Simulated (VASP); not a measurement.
# C in VASP: further runs, part 2 of 2

VASP 6.6.1. The steps go on from the part before.

## Step 5: Single point, PBEsol

Contents of INCAR:

```
SYSTEM = C
PREC = Accurate
ENCUT = 600
EDIFF = 1E-6
ISMEAR = 0
SIGMA = 0.15
LREAL = .False.
LASPH = .True.
NELM = 120
ALGO = Normal
ISIF = 2
LWAVE = .False.
LCHARG = .False.
GGA = PS
NBANDS = 16
GGA_COMPAT = .False.
```

Contents of KPOINTS:

```
regular mesh
0
Gamma
  18 18 6
  0 0 0
```

Contents of POSCAR:

```
C
1.0
    1.2294745828     -2.1290849001      0.0000000000
    1.2294745828      2.1290849001      0.0000000000
    0.0000000000      0.0000000000      7.3778161753
C
4
Direct
    0.1086984943      0.8220036112      0.7498448451
    0.5579448117      0.5113530828      0.2501554025
    0.8913015057      0.1779963888      0.2501551549
    0.4420551883      0.4886469172      0.7498445975
```

Potentials or basis: VASP PAW PBE potentials, release 64 (C).

Run with:

```
> cat potpaw_PBE.64/C/POTCAR > POTCAR
> mpirun -np 1 vasp_std > vasp.out
```

OUTCAR:

```text
SYSTEM = C
   PREC = Accurate
   ENCUT = 600
   EDIFF = 1E-6
   ISMEAR = 0
   LREAL = .False.
   LASPH = .True.
   NELM = 120
   ISIF = 2
   GGA = PS

 ion  position               nearest neighbor table
   1  0.109  0.822  0.750-   4 1.42   4 1.42   4 1.42
   2  0.558  0.511  0.250-   3 1.42   3 1.42   3 1.42
   3  0.891  0.178  0.250-   2 1.42   2 1.42   2 1.42
   4  0.442  0.489  0.750-   1 1.42   1 1.42   1 1.42

  LATTYP: Found a base centered orthorhombic cell.
 ALAT       =     2.4589491656
 B/A-ratio  =     1.7317030623
 C/A-ratio  =     3.0003939400

  Lattice vectors:

 A1 = (   1.2294745828,  -2.1290849001,   0.0000000000)
 A2 = (   1.2294745828,   2.1290849001,   0.0000000000)
 A3 = (   0.0000000000,   0.0000000000,   7.3778161753)

Analysis of symmetry for initial positions (statically):
=====================================================================
 Subroutine PRICEL returns:
 Original cell was already a primitive cell.

 Routine SETGRP: Setting up the symmetry group for a
 base centered orthorhombic supercell.

 Subroutine GETGRP returns: Found  2 space group operations
 (whereof  2 operations were pure point group operations)
 out of a pool of  8 trial point group operations.

The static configuration has the point symmetry S_2 .

Analysis of symmetry for dynamics (positions and initial velocities):
=====================================================================
 Subroutine PRICEL returns:
 Original cell was already a primitive cell.

 Routine SETGRP: Setting up the symmetry group for a
 base centered orthorhombic supercell.

 Subroutine GETGRP returns: Found  2 space group operations
 (whereof  2 operations were pure point group operations)
 out of a pool of  8 trial point group operations.

The dynamic configuration has the point symmetry S_2 .

 Subroutine INISYM returns: Found  2 space group operations
 (whereof  2 operations are pure point group operations),
 and found     1 'primitive' translations

----------------------------------------------------------------------------------------

                                     Primitive cell

  volume of cell :      38.6252

  direct lattice vectors                    reciprocal lattice vectors
     1.229474583 -2.129084900  0.000000000     0.406677785 -0.234842678  0.000000000
     1.229474583  2.129084900  0.000000000     0.406677785  0.234842678  0.000000000
     0.000000000  0.000000000  7.377816175     0.000000000  0.000000000  0.135541463

  length of vectors
     2.458578911  2.458578911  7.377816175     0.469614634  0.469614634  0.135541463

  position of ions in fractional coordinates (direct lattice)
     0.108698494  0.822003611  0.749844845
     0.557944812  0.511353083  0.250155402
     0.891301506  0.177996389  0.250155155
     0.442055188  0.488646917  0.749844598

  ion indices of the primitive-cell ions
   primitive index   ion index
                 1           1
                 2           2
                 3           3
                 4           4

----------------------------------------------------------------------------------------

 KPOINTS: regular mesh

Automatic generation of k-mesh.
 Grid dimensions read from file:
 generate k-points for:   18   18    6

 Generating k-lattice:

  Cartesian coordinates                     Fractional coordinates (reciprocal lattice)
     0.022593210 -0.013046815  0.000000000     0.055555556 -0.000000000  0.000000000
     0.022593210  0.013046815  0.000000000    -0.000000000  0.055555556  0.000000000
     0.000000000  0.000000000  0.022590244     0.000000000  0.000000000  0.166666667

  Length of vectors
     0.026089702  0.026089702  0.022590244

  Shift w.r.t. Gamma in fractional coordinates (k-lattice)
     0.000000000  0.000000000  0.000000000

 Subroutine IBZKPT returns following result:
 ===========================================

 Found    976 irreducible k-points:

 Following reciprocal coordinates:
            Coordinates               Weight
  0.000000  0.000000  0.000000      1.000000
  0.055556  0.000000  0.000000      2.000000
  0.000000  0.055556  0.000000      2.000000
  0.111111  0.000000  0.000000      2.000000
  0.000000  0.111111  0.000000      2.000000
  0.166667 -0.000000  0.000000      2.000000
[... 16 lines left out ...]
  0.166667  0.055556  0.000000      2.000000
  0.055556  0.166667  0.000000      2.000000
 [... further k-points ...]
   k-points           NKPTS =    976   k-points in BZ     NKDIM =    976   number of bands    NBANDS=     16
   number of dos      NEDOS =    301   number of ions     NIONS =      4
   total plane-waves  NPLWV =  24000
   dimension x,y,z NGX =    20 NGY =   20 NGZ =   60
   dimension x,y,z NGXF=    40 NGYF=   40 NGZF=  120
   ions per type =               4
   NGX,Y,Z   is equivalent  to a cutoff of  13.52, 13.52, 13.52 a.u.
   NGXF,Y,Z  is equivalent  to a cutoff of  27.05, 27.05, 27.04 a.u.
 SYSTEM =  C
   PREC   = accura    normal or accurate (medium, high low for compatibility)
   ISTART =      0    job   : 0-new  1-cont  2-samecut
   ICHARG =      2    charge: 1-file 2-atom 10-const
   ISPIN  =      1    spin polarized calculation?
   LNONCOLLINEAR =      F non collinear calculations
   LSORBIT =      F    spin-orbit coupling
   LASPH  =      T    aspherical Exc in radial PAW
   ENCUT  =  600.0 eV  44.10 Ry    6.64 a.u.   4.91  4.91 14.74*2*pi/ulx,y,z
   NELM   =    120;   NELMIN=  2; NELMDL= -5     # of ELM steps
   EDIFF  = 0.1E-05   stopping-criterion for ELM
   LREAL  =      F    real-space projection
   EDIFFG = 0.1E-04   stopping-criterion for IOM
   NSW    =      0    number of steps for IOM
   IBRION =     -1    ionic relax: 0-MD 1-quasi-New 2-CG
   NFREE  =      0    steps in history (QN), initial steepest desc. (CG)
   ISIF   =      2    stress and relaxation
   ISYM   =      2    0-nonsym 1-usesym 2-fastsym
   POTIM  = 0.5000    time-step for ionic-motion
   TEBEG  =    0.0;   TEEND  =   0.0 temperature during run
   PSTRESS=    0.0 pullay stress
   NELECT =      16.0000    total number of electrons
   NUPDOWN=      -1.0000    fix difference up-down
   EMIN   =  10.00;   EMAX   =-10.00  energy-range for DOS
   EFERMI =   0.00;   METHOD = LEGACY
   ISMEAR =     0;   SIGMA  =   0.15  broadening in eV -4-tet -1-fermi 0-gaus
   EFERMI_NEDOS =   21; number of points for ismear=-14 and -15
   IALGO  =     38    algorithm
   IMIX   =      4    mixing-type and parameters
     AMIX     =   0.40;   BMIX     =  1.00
     AMIX_MAG =   1.60;   BMIX_MAG =  1.00
  volume/ion in A,a.u.               =       9.66        65.16
  Fermi-wavevector in a.u.,A,eV,Ry     =   1.220370  2.306164 20.263182  1.489302
  Thomas-Fermi vector in A             =   2.355589
   LORBIT       =      0    0 simple, 1 ext, 2 COOP (PROOUT), +10 PAW based schemes
   GGA     = PS    functional components
   LHFCALC =     F    Hartree Fock is set to
   AEXX    =    0.0000 exact exchange contribution
   IVDW    =     0    specifies the selected vdW correction
   LEPSILON=     F    determine dielectric tensor
   LRPA    =     F    only Hartree local field effects (RPA)
 non-spin polarized calculation
 Gauss-broadening in eV      SIGMA  =   0.15
  energy-cutoff  :      600.00
  volume of cell :       38.63
 maximum number of plane-waves:      1326
   NGX =  9   NGY =  9   NGZ = 29

 number of electron      16.0000000 magnetization

 Free energy of the ion-electron system (eV)
  ---------------------------------------------------
  ext. energy  EPLUGINS =         0.00000000
  ---------------------------------------------------
  free energy    TOTEN  =       -38.58759728 eV

  energy without entropy =      -38.58646002  energy(sigma->0) =      -38.58702865

 E-fermi :   3.8528     XC(G=0):  -9.8888

 val. band max:        3.8522127199   @ k =   0.3333   0.3333   0.5000
 cond. band min:       3.8571492009   @ k =   0.3333   0.3333   0.5000
 fundamental gap:      0.0049364810
 Fermi energy:         3.8527908955

 k-point     1 :       0.0000    0.0000    0.0000
  band No.  band energies     occupation
      1     -15.7581      2.00000
      2     -15.6164      2.00000
      3      -4.4246      2.00000
      4      -3.2181      2.00000
      5       0.8583      2.00000
      6       0.8654      2.00000
[... 8 lines left out ...]
     15      15.3807      0.00000
     16      15.4612      0.00000
[... 419 lines left out ...]
 k-point    24 :       0.0556    0.1667    0.0000
  band No.  band energies     occupation
      1     -14.8044      2.00000
      2     -14.6719      2.00000
      3      -3.2701      2.00000
      4      -2.1657      2.00000
      5      -2.1351      2.00000
      6      -2.1173      2.00000
[... 8 lines left out ...]
     15      15.2910      0.00000
     16      15.3205      0.00000

 [... further k-points ...]
[... 5 lines left out ...]
  --------------------------------------------------------------------------------------
  -------------------------------------------------------------------------------------
  Total        0.1311443      0.1520712     -0.0852805     -0.0050671     -0.0000996      0.0001339
  in kB        5.4398855      6.3079345     -3.5374456     -0.2101826     -0.0041318      0.0055525
  external PRESSURE =       2.7367915 kB  Pullay stress =       0.0000000 kB

 VOLUME and BASIS-vectors are now :
 -----------------------------------------------------------------------------
  energy-cutoff  :      600.00
  volume of cell :       38.63
      direct lattice vectors                 reciprocal lattice vectors
     1.229474583 -2.129084900  0.000000000     0.406677785 -0.234842678  0.000000000
     1.229474583  2.129084900  0.000000000     0.406677785  0.234842678  0.000000000
     0.000000000  0.000000000  7.377816175     0.000000000  0.000000000  0.135541463

 POSITION                                       TOTAL-FORCE (eV/Angst)
 -----------------------------------------------------------------------------------
      1.14427      1.51869      5.53222         0.002281     -0.004232      0.000133
      1.31467     -0.09920      1.84560        -0.002773     -0.000679     -0.000095
      1.31467     -1.51869      1.84560        -0.002281      0.004232     -0.000133
      1.14427      0.09920      5.53222         0.002773      0.000679      0.000095
 -----------------------------------------------------------------------------------
    total drift:                                0.000000      0.000000     -0.000000

  FREE ENERGIE OF THE ION-ELECTRON SYSTEM (eV)
  ---------------------------------------------------
  free  energy   TOTEN  =       -38.5875972824 eV

  energy  without entropy=      -38.5864600229  energy(sigma->0) =      -38.58702865
```

OSZICAR:

```text
N       E                     dE             d eps       ncg     rms          rms(c)
DAV:   1     0.420992813308E+02    0.42099E+02   -0.84690E+03 31296   0.102E+03
DAV:   2    -0.376969548783E+02   -0.79796E+02   -0.72337E+02 43688   0.199E+02
DAV:   3    -0.410076660913E+02   -0.33107E+01   -0.32880E+01 41592   0.384E+01
DAV:   4    -0.410380956707E+02   -0.30430E-01   -0.30417E-01 39312   0.440E+00
DAV:   5    -0.410385974127E+02   -0.50174E-03   -0.50170E-03 40832   0.540E-01    0.905E+00
DAV:   6    -0.391821800176E+02    0.18564E+01   -0.12782E+00 37432   0.697E+00    0.524E+00
DAV:   7    -0.385805411514E+02    0.60164E+00   -0.15617E+00 39080   0.782E+00    0.135E+00
DAV:   8    -0.385885108539E+02   -0.79697E-02   -0.70203E-02 37640   0.157E+00    0.257E-01
DAV:   9    -0.385873402259E+02    0.11706E-02   -0.18021E-03 39864   0.288E-01    0.105E-01
DAV:  10    -0.385875952971E+02   -0.25507E-03   -0.87311E-04 33928   0.173E-01    0.716E-02
DAV:  11    -0.385875950163E+02    0.28087E-06   -0.30437E-05 40640   0.362E-02    0.130E-02
DAV:  12    -0.385875970543E+02   -0.20380E-05   -0.19031E-06 35288   0.947E-03    0.271E-03
DAV:  13    -0.385875972824E+02   -0.22810E-06   -0.24860E-07 30968   0.379E-03
   1 F= -.38587597E+02 E0= -.38587029E+02  d E =-.113726E-02
```

stdout:

```text
POSCAR found type information on POSCAR C
 POSCAR found :  1 types and       4 ions
 scaLAPACK will be used
 -----------------------------------------------------------------------------
|                                                                             |
|                                                                             |
|     You enforced a specific xc type in the INCAR file but a different       |
|     I HOPE YOU KNOW WHAT YOU ARE DOING!                                     |
|                                                                             |
 -----------------------------------------------------------------------------

 LDA part: xc-table for (Slater+PW92), standard interpolation
 POSCAR, INCAR and KPOINTS ok, starting setup
 FFT: planning ... GRIDC
 FFT: planning ... GRID_SOFT
 FFT: planning ... GRID
 WAVECAR not read
 entering main loop
```

Run time: 9.3 min. Hardware: 1 thread of Intel Xeon Platinum 8259CL at 2.50GHz (Skylake/Cascade Lake), shared host; peak memory 0.59 GiB.

Results:

| Quantity | Value |
| --- | --- |
| Free energy | -38.5876 eV |
| Pressure | 0.3 GPa |
| Largest force | 0.005 eV/Å |

Forces on the atoms (eV/Å):
```
C    0.002 -0.004  0.000
C   -0.003 -0.001  0.000
C   -0.002  0.004  0.000
C    0.003  0.001  0.000
```

Levels at points of the mesh, in eV from the Fermi level:
```tsv
k point	band 5	band 6	band 7	band 8	band 9	band 10	band 11	band 12
(0.00, 0.00, 0.00)	-2.99	-2.99	-2.99	-2.98	3.43	8.34	8.35	8.35
(0.50, 0.00, 0.00)	-6.42	-6.40	-2.47	-2.35	1.67	1.79	7.35	7.54
(0.00, 0.50, 0.00)	-6.42	-6.40	-2.62	-2.17	1.44	1.99	7.37	7.52
(0.50, 0.50, 0.00)	-6.42	-6.41	-2.68	-2.09	1.34	2.06	7.35	7.53
(0.00, 0.00, 0.50)	-2.99	-2.99	-2.99	-2.99	5.42	5.43	8.36	8.36
(0.50, 0.00, 0.50)	-6.41	-6.41	-2.38	-2.38	1.63	1.63	7.44	7.45
(0.00, 0.50, 0.50)	-6.41	-6.41	-2.38	-2.38	1.63	1.63	7.44	7.44
(0.50, 0.50, 0.50)	-6.41	-6.41	-2.38	-2.38	1.63	1.64	7.44	7.44
```

Caveat: this functional lacks dispersion, which binds the layers, so the pressure and a relaxed spacing across them are unreliable; the PAW data sets were made with another functional, which shifts forces and pressure a little.

## Step 6: Single point, PBEsol

Contents of INCAR:

```
PREC = Accurate ; ENCUT = 600
EDIFF = 1E-6 ; ISMEAR = 0
SIGMA = 0.15 ; LREAL = F
LASPH = T ; NELM = 120
ALGO = Normal ; ISIF = 2
LWAVE = F ; LCHARG = T
GGA = PS ; LELF = T
LVHAR = T ; NBANDS = 16
GGA_COMPAT = F
```

Contents of KPOINTS:

```
Automatic mesh
0
Gamma
  18 18 6
```

Contents of POSCAR:

```
C
1.0
    1.2294745828     -2.1290849001      0.0000000000
    1.2294745828      2.1290849001      0.0000000000
    0.0000000000      0.0000000000      7.3778161753
C
4
Direct
   -0.0152569438      0.7380653655      0.7498448039
    0.6819002498      0.5952913285      0.2501553613
    1.0152569438      0.2619346345      0.2501551961
    0.3180997502      0.4047086715      0.7498446387
```

Potentials or basis: VASP PAW PBE potentials, release 64 (C).

Run with:

```
> cat potpaw_PBE.64/C/POTCAR > POTCAR
> mpirun -np 1 vasp_std > vasp.out
```

Wall time 3.9 min (1 thread of Intel Xeon 6975P-C (Granite Rapids), shared host); peak memory 0.59 GiB.

The run converged. Its results:

| Quantity | Value |
| --- | --- |
| Free energy | -38.5806 eV |
| Pressure | 0.4 GPa |
| Largest force | 0.010 eV/Å |
| Band gap on the k mesh | zero (filled and empty bands touch) |

Forces in eV/Å, atoms in the order of the input:
```
C    0.007 -0.007  0.000
C   -0.009  0.002  0.000
C   -0.007  0.007  0.000
C    0.009 -0.002  0.000
```

Stress tensor (GPa, compression positive):
```
 0.45 -0.03  0.00
-0.03  0.57  0.00
 0.00  0.00  0.04
```

Levels at points of the mesh, in eV from the Fermi level:
| k point | band 5 | band 6 | band 7 | band 8 | band 9 | band 10 | band 11 | band 12 |
| --- | --- | --- | --- | --- | --- | --- | --- | --- |
| (0.00, 0.00, 0.00) | -2.99 | -2.99 | -2.99 | -2.98 | 3.43 | 8.34 | 8.35 | 8.35 |
| (0.50, 0.00, 0.00) | -6.42 | -6.40 | -2.63 | -2.16 | 1.38 | 2.04 | 7.35 | 7.54 |
| (0.00, 0.50, 0.00) | -6.41 | -6.41 | -2.74 | -2.01 | 1.21 | 2.17 | 7.43 | 7.46 |
| (0.50, 0.50, 0.00) | -6.42 | -6.41 | -2.73 | -2.02 | 1.22 | 2.16 | 7.42 | 7.45 |
| (0.00, 0.00, 0.50) | -2.99 | -2.99 | -2.99 | -2.99 | 5.42 | 5.43 | 8.35 | 8.35 |
| (0.50, 0.00, 0.50) | -6.41 | -6.41 | -2.38 | -2.38 | 1.63 | 1.63 | 7.44 | 7.44 |
| (0.00, 0.50, 0.50) | -6.41 | -6.41 | -2.38 | -2.38 | 1.63 | 1.63 | 7.44 | 7.44 |
| (0.50, 0.50, 0.50) | -6.42 | -6.42 | -2.38 | -2.38 | 1.63 | 1.64 | 7.44 | 7.44 |

Caveat: this functional lacks dispersion, which binds the layers, so the pressure and a relaxed spacing across them are unreliable; the PAW data sets were made with another functional, which shifts forces and pressure a little.

## Step 7: Summary

```csv
cell,gap on the mesh (eV),pressure (GPa),largest force (eV/Å)
"as given, atomic positions A",-,0.4,0.01
"as given, atomic positions B",none,0.3,0.01
"as given, atomic positions C",none,0.3,0.01
"as given, atomic positions D",-,0.3,-
"as given, atomic positions E",none,0.4,0.01
```

Alike in all rows: task single point; level PBEsol; potentials or basis VASP PAW PBE potentials, release 64 (C); no spin polarisation; k mesh 18 × 18 × 6; cutoff (eV) 600; smearing gaussian 0.15 eV.

Caveats: this functional lacks dispersion, which binds the layers, so the pressure and a relaxed spacing across them are unreliable; the PAW data sets were made with another functional, which shifts forces and pressure a little.

Absolute energies hang on the potentials; compare differences alone.
